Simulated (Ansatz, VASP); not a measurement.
**One calculation of Li2Se, two programs**

The input INCAR:

```
SYSTEM = Li2Se
ALGO = Normal ; EDIFF = 1E-6
ENCUT = 750 ; GGA = PE
GGA_COMPAT = .False. ; ISIF = 2
ISMEAR = 0 ; LASPH = .True.
LCHARG = .False. ; LORBIT = 11
LORBMOM = .True. ; LREAL = .False.
LSORBIT = .True. ; LWAVE = .False.
MAGMOM = 0 0 0 0 0 0 0 0 0 ; NBANDS = 25
NELM = 200 ; PREC = Accurate
SIGMA = 0.01
```

Contents of KPOINTS:

```
k-points
0
Gamma
  6 6 6
  0 0 0
```

POSCAR

```
Li2Se
1.0
    0.0000000000      2.9934588658      2.9934588658
    2.9934588658      0.0000000000      2.9934588658
    2.9934588658      2.9934588658      0.0000000000
Li Se
2 1
Direct
    0.2500000000      0.2500000000      0.2500000000
    0.7500000000      0.7500000000      0.7500000000
    0.0000000000      0.0000000000      0.0000000000
```

Input for Ansatz:

```yaml
crystal:
  lattice:
    - [0.0, 2.9934588658, 2.9934588658]
    - [2.9934588658, 0.0, 2.9934588658]
    - [2.9934588658, 2.9934588658, 0.0]
  atoms:
    - { symbol: Li, position: [0.25, 0.25, 0.25] }
    - { symbol: Li, position: [0.75, 0.75, 0.75] }
    - { symbol: Se, position: [0.0, 0.0, 0.0] }
kpoints:
  mp_grid: { grid: [6, 6, 6] }
hamiltonian:
  xc: pbe
scf:
  occupations: { method: fixed }
magnetization:
  noncollinear: true
  spin_orbit: true
output:
  optics: { e_range: [0, 16], de: 0.05, sigma: 0.1 }
  write_density: true
  write_potential: true
  elf: true
  volumetric_format: npy
```

Alike in both runs: task single point; functional PBE; k mesh 6 × 6 × 6; non-collinear spin, spin-orbit coupling.

|  | VASP | Ansatz |
| --- | --- | --- |
| version | VASP 6.6.1 | Ansatz 0.2.0 |
| potentials or method | VASP PAW PBE potentials, release 64 (Li_sv, Se) | plane waves, PAW |
| plane-wave cutoff (eV) | 750 | 420 |
| occupations | gaussian, width 0.01 eV | fixed |
| valence electrons in the cell | 12 | 22 |

```tsv
	VASP	Ansatz	Ansatz less VASP
net moment per atom (μB)	0.00	0.00	0.000
```

VASP's potentials hold 12 valence electrons a cell and Ansatz's 22, so a difference there can come from the potentials and not from the codes. Ansatz's warnings: optics gap not shown off mesh.
